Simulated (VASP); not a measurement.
# YbCr2 (P6/mmm) in VASP: further runs, part 2 of 2

VASP 6.6.1.

## (3) Single point, PBE, collinear spin, ferromagnetic start

This run uses another cell than the first one, of 17.51 Å³/atom, 0.940 times its volume.

Input file INCAR:

```
PREC = Accurate
ENCUT = 520
EDIFF = 1E-7
ISMEAR = 0
SIGMA = 0.1
LREAL = False
LASPH = True
NELM = 150
ALGO = Normal
ISIF = 2
LWAVE = False
LCHARG = False
ISPIN = 2
MAGMOM = 0 3 3
LORBIT = 11
LMAXMIX = 6
GGA = PE
NBANDS = 35
```

Input file KPOINTS:

```
regular mesh
0
Gamma
  6 6 4
```

Input file POSCAR:

```
YbCr2
1.0
    3.6508510400      0.0000000000      0.0000000000
   -1.8254255200      3.1617297500      0.0000000000
    0.0000000000      0.0000000000      4.5504627100
Yb Cr
1 2
Direct
    0.0000000000      0.0000000000      0.0000000000
    0.6666666700      0.3333333300      0.5000000000
    0.3333333300      0.6666666700      0.5000000000
```

Potentials or basis: VASP PAW PBE potentials, release 64 (Yb, Cr_pv).

On the command line:

```
$ cat potpaw_PBE.64/Yb/POTCAR potpaw_PBE.64/Cr_pv/POTCAR > POTCAR
$ mpirun -np 1 vasp_std > vasp.out
```

OUTCAR:

```text
PREC = Accurate
   ENCUT = 520
   EDIFF = 1E-7
   ISMEAR = 0
   LREAL = False
   LASPH = True
   NELM = 150
   ISIF = 2
   ISPIN = 2
   LORBIT = 11
   GGA = PE

 ion  position               nearest neighbor table
   1  0.000  0.000  0.000-   2 3.10   3 3.10   2 3.10   3 3.10   2 3.10   2 3.10   3 3.10   3 3.10
                             2 3.10   2 3.10   3 3.10   3 3.10
   2  0.667  0.333  0.500-   3 2.11   3 2.11   3 2.11   1 3.10   1 3.10   1 3.10   1 3.10   1 3.10
                             1 3.10
   3  0.333  0.667  0.500-   2 2.11   2 2.11   2 2.11   1 3.10   1 3.10   1 3.10   1 3.10   1 3.10
                             1 3.10

  LATTYP: Found a hexagonal cell.
 ALAT       =     3.6508510400
 C/A-ratio  =     1.2464114970

  Lattice vectors:

 A1 = (   3.6508510400,   0.0000000000,   0.0000000000)
 A2 = (  -1.8254255200,   3.1617297500,   0.0000000000)
 A3 = (   0.0000000000,   0.0000000000,   4.5504627100)

Analysis of symmetry for initial positions (statically):
=====================================================================
 Subroutine PRICEL returns:
 Original cell was already a primitive cell.

 Routine SETGRP: Setting up the symmetry group for a
 hexagonal supercell.

 Subroutine GETGRP returns: Found 24 space group operations
 (whereof 24 operations were pure point group operations)
 out of a pool of 24 trial point group operations.

The static configuration has the point symmetry D_6h.

Analysis of symmetry for dynamics (positions and initial velocities):
=====================================================================
 Subroutine PRICEL returns:
 Original cell was already a primitive cell.

 Routine SETGRP: Setting up the symmetry group for a
 hexagonal supercell.

 Subroutine GETGRP returns: Found 24 space group operations
 (whereof 24 operations were pure point group operations)
[... 159 lines left out ...]
  free energy    TOTEN  =       -20.48914021 eV

  energy without entropy =      -20.46453777  energy(sigma->0) =      -20.47683899

 E-fermi :   5.3684     XC(G=0): -11.8282

 val. band max:        5.3681694268   @ k =   0.0000   0.0000   0.0000
 cond. band min:       5.3686552373   @ k =   0.0000   0.0000   0.0000
 fundamental gap:      0.0004858105
 Fermi energy:         5.3684222712

 spin component 1

 k-point     1 :       0.0000    0.0000    0.0000
  band No.  band energies     occupation
      1     -45.6603      1.00000
      2     -37.7525      1.00000
      3     -37.7525      1.00000
      4     -36.9440      1.00000
      5     -36.4882      1.00000
      6     -36.2771      1.00000
[... 787 lines left out ...]
     34      12.3528      0.00000
     35      13.7586      0.00000
 Fermi energy:         5.3684222712

 spin component 2

 k-point     1 :       0.0000    0.0000    0.0000
  band No.  band energies     occupation
      1     -45.6086      1.00000
      2     -37.7513      1.00000
      3     -37.7513      1.00000
      4     -36.9416      1.00000
      5     -36.4858      1.00000
      6     -36.2758      1.00000
[... 787 lines left out ...]
     34      12.3635      0.00000
     35      13.7609      0.00000

------------------------ aborting loop because EDIFF is reached ----------------------------------------

  FORCE on cell =-STRESS in cart. coord.  units (eV):
  Direction    XX          YY          ZZ          XY          YZ          ZX
  --------------------------------------------------------------------------------------
  -------------------------------------------------------------------------------------
  Total        0.7417505      0.7417505      1.1982006      0.0000000      0.0000000      0.0000000
  in kB       22.6252831     22.6252832     36.5481738      0.0000000      0.0000000      0.0000000
  external PRESSURE =      27.2662467 kB  Pullay stress =       0.0000000 kB

 VOLUME and BASIS-vectors are now :
 -----------------------------------------------------------------------------
  energy-cutoff  :      520.00
  volume of cell :       52.53
      direct lattice vectors                 reciprocal lattice vectors
     3.650851040  0.000000000  0.000000000     0.273908738  0.158141283  0.000000000
    -1.825425520  3.161729750  0.000000000     0.000000000  0.316282567  0.000000000
     0.000000000  0.000000000  4.550462710     0.000000000  0.000000000  0.219757872

 POSITION                                       TOTAL-FORCE (eV/Angst)
 -----------------------------------------------------------------------------------
      0.00000      0.00000      0.00000         0.000000      0.000000      0.000000
      1.82543      1.05391      2.27523        -0.000000      0.000000      0.000000
     -0.00000      2.10782      2.27523         0.000000      0.000000     -0.000000
 -----------------------------------------------------------------------------------
    total drift:                               -0.000000      0.000000      0.000000

  FREE ENERGIE OF THE ION-ELECTRON SYSTEM (eV)
  ---------------------------------------------------
  free  energy   TOTEN  =       -20.4891402081 eV

  energy  without entropy=      -20.4645377670  energy(sigma->0) =      -20.47683899

 total charge

# of ion       s       p       d       f       tot
--------------------------------------------------
    1        2.194   6.076   0.477  13.422  22.169
    2        0.472   6.225   4.558   0.000  11.255
    3        0.472   6.225   4.558   0.000  11.255
--------------------------------------------------
tot          3.138  18.527   9.593  13.422  44.679

 magnetization (x)

# of ion       s       p       d       f       tot
--------------------------------------------------
    1        0.000  -0.001   0.002   0.112   0.113
    2        0.001  -0.000   0.002   0.000   0.002
    3        0.001  -0.000   0.002   0.000   0.002
--------------------------------------------------
tot          0.001  -0.002   0.006   0.112   0.117
```

stdout:

```text
POSCAR found type information on POSCAR YbCr
 POSCAR found :  2 types and       3 ions
 scaLAPACK will be used
 LDA part: xc-table for (Slater+PW92), standard interpolation
 POSCAR, INCAR and KPOINTS ok, starting setup
 FFT: planning ... GRIDC
 FFT: planning ... GRID_SOFT
 FFT: planning ... GRID
 WAVECAR not read
 entering main loop
```

Wall time 3.1 min (1 thread of Intel Xeon 6975P-C (Granite Rapids), shared host); peak memory 0.25 GiB.

What came out:

```
Free energy                                           : -20.4891 eV
Pressure                                              : 2.7 GPa
Net moment                                            : 0.13 μB per cell
Site moments                                          : Yb +0.11; Cr +0.00 μB
Valence electrons inside the program's atomic spheres : Yb 22.17; Cr 11.26
```

Levels at points of the mesh, in eV from the Fermi level:
Spin up:
```
           k point  band 21  band 22  band 23  band 24  band 25  band 26  band 27  band 28
(0.00, 0.00, 0.00)    -0.14    -0.02    -0.02     0.00     0.00     1.46     1.46     1.98
(0.50, 0.00, 0.00)    -0.35    -0.35    -0.34    -0.29    -0.28     0.07     2.70     2.91
(0.00, 0.00, 0.50)    -0.37    -0.37    -0.26    -0.17     0.10     0.10     1.99     1.99
(0.50, 0.00, 0.50)    -0.34    -0.34    -0.22    -0.05     0.56     1.29     1.34     2.61
```
Spin down:
```tsv
k point	band 22	band 23	band 24	band 25	band 26	band 27
(0.00, 0.00, 0.00)	0.00	0.00	0.02	0.02	1.47	1.47
(0.50, 0.00, 0.00)	-0.24	-0.23	-0.22	-0.17	0.07	2.71
(0.00, 0.00, 0.50)	-0.30	-0.19	-0.06	0.11	0.11	1.99
(0.50, 0.00, 0.50)	-0.22	-0.15	-0.03	0.58	1.31	1.35
```

Caveat: spin-orbit coupling is left out, which moves the levels of the heavy elements; without U or exact exchange the open f shell lies at the Fermi level, which spoils levels, moments and volumes. The state reached can hang on the start; a lower one may exist.
